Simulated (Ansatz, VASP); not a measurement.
Two plane-wave programs on BeTe

```xyz
2
Lattice="0.0000 2.8091 2.8091 2.8091 0.0000 2.8091 2.8091 2.8091 0.0000" Properties=species:S:1:pos:R:3 pbc="T T T"
Be    0.0000    0.0000    0.0000
Te    4.2136    4.2136    4.2136
```

Alike in both runs: task single point; functional PBE; dispersion D3(BJ); k mesh 8 × 8 × 8; occupations gaussian, width 0.05 eV; no spin polarisation.

```csv
,VASP,Ansatz
version,VASP 6.6.1,Ansatz 0.2.0
potentials or method,"VASP PAW PBE potentials, release 64 (Be, Te), cutoff 600 eV","scalar-relativistic, plane waves, PAW"
valence electrons in the cell,8,18
```

Ansatz gave:

* gap on the k mesh at the Fermi level (eV): 1.97
* least direct gap on the mesh (eV): 3.62
* pressure (GPa): -1.2

Which values does VASP return?

gap on the k mesh at the Fermi level (eV): 1.96; least direct gap on the mesh (eV): 3.60; pressure (GPa): -1.0.

VASP's potentials hold 8 valence electrons a cell and Ansatz's 18, so a difference there can come from the potentials and not from the codes.

Neither program's run includes spin-orbit coupling.
